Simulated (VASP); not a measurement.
Crystal: Tm3BF.

```
Tm B F
1.0
     4.92003    0.00000    0.00000
     0.00000    4.92003    0.00000
     0.00000    0.00000    5.03941
Tm B F
3 1 1
Direct
  0.50000 0.00000 0.00000
  0.50000 0.50000 0.50000
  0.00000 0.50000 0.00000
  0.50000 0.50000 0.00000
  0.00000 0.00000 0.00000
```

Base run:

| Property | Result |
| --- | --- |
| Program | VASP 6.6.1 |
| Functional | PBE |
| Dispersion | D3(BJ) |
| Potentials or basis | VASP PAW PBE potentials, release 64 (Tm_3, B, F), 4f in core |
| Cutoff | 600 eV |
| k mesh | 8 × 8 × 8 |
| Occupations | gaussian, width 0.1 eV |
| Spin | no spin polarisation |

Its results: band gap on the k mesh zero (an odd number of electrons rules out a gap without spin polarisation); pressure -1.0 GPa.

Task: The run is repeated on the same cell with these changes: dispersion from D3(BJ) to none; k mesh from 8 × 8 × 8, through Γ to 8 × 8 × 8, shifted. What comes out?

Result: Band gap on the k mesh zero (an odd number of electrons rules out a gap without spin polarisation); pressure 0.4 GPa.

Several settings changed at once.

Caveats: spin-orbit coupling is left out, which moves the levels of the heavy elements; the 4f electrons are frozen in the core, so they carry no moment and show no levels; an odd number of electrons without spin polarisation forces a metal; a magnetic or distorted state may lie lower; the run has no spin polarisation, though such a crystal can be magnetic; three body term missing (at least some runs).
